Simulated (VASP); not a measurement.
The system is B3As2.

```
B As
1.0
     2.23527   -5.31701    0.00000
     2.23527    5.31701    0.00000
     0.00000    0.00000    2.93602
B As
3 2
Direct
  0.69224 0.69224 0.50000
  0.30776 0.30776 0.50000
  0.50000 0.50000 0.00000
  0.84816 0.15184 0.50000
  0.15184 0.84816 0.50000
```

| Item | Value |
| --- | --- |
| Program | VASP 6.6.1 |
| Task | relaxation of cell and atoms |
| Functional | PBE |
| Potentials or basis | VASP PAW PBE potentials, release 64 (B, As) |
| Cutoff | 600 eV |
| k mesh | 4 × 4 × 6 |
| Occupations | gaussian, width 0.1 eV |
| Spin | no spin polarisation |

At the start: pressure 0.0 GPa; volume 13.96 Å³/atom.

How do energy, volume and symmetry change on relaxing?

Over 9 steps the energy falls by 14.3 meV/atom and the volume is 14.56 Å³/atom (+4.3 %); space group Cmmm (No. 65, to 0.05 Å).

Step by step:
```
step  energy change (eV)  largest force (eV/Å)  pressure (GPa)  volume (Å³)
   1              0.0000                0.2304            0.02        69.79
   2             -0.0419                0.2617            0.87        69.78
   3             -0.0420                0.2610            0.84        69.78
   4             -0.0512                0.2291            0.21        70.52
   5             -0.0594                0.1974           -0.88        71.93
   6             -0.0653                0.0799           -0.12        71.91
   7             -0.0664                0.0650            0.36        71.90
   8             -0.0680                0.0594            0.30        72.12
   9             -0.0714                0.0399            0.16        72.80
```

Final structure:
```yaml
crystal:
  lattice:
    - [2.29722, -5.49805, 0.00000]
    - [2.29722, 5.49805, 0.00000]
    - [0.00000, 0.00000, 2.88201]
  atoms:
    - { symbol: B, position: [0.69008, 0.69008, 0.50000] }
    - { symbol: B, position: [0.30992, 0.30992, 0.50000] }
    - { symbol: B, position: [0.50000, 0.50000, 0.00000] }
    - { symbol: As, position: [0.85676, 0.14324, 0.50000] }
    - { symbol: As, position: [0.14324, 0.85676, 0.50000] }
```

Caveat: the k points lie up to 0.37 Å⁻¹ apart in the final cell.
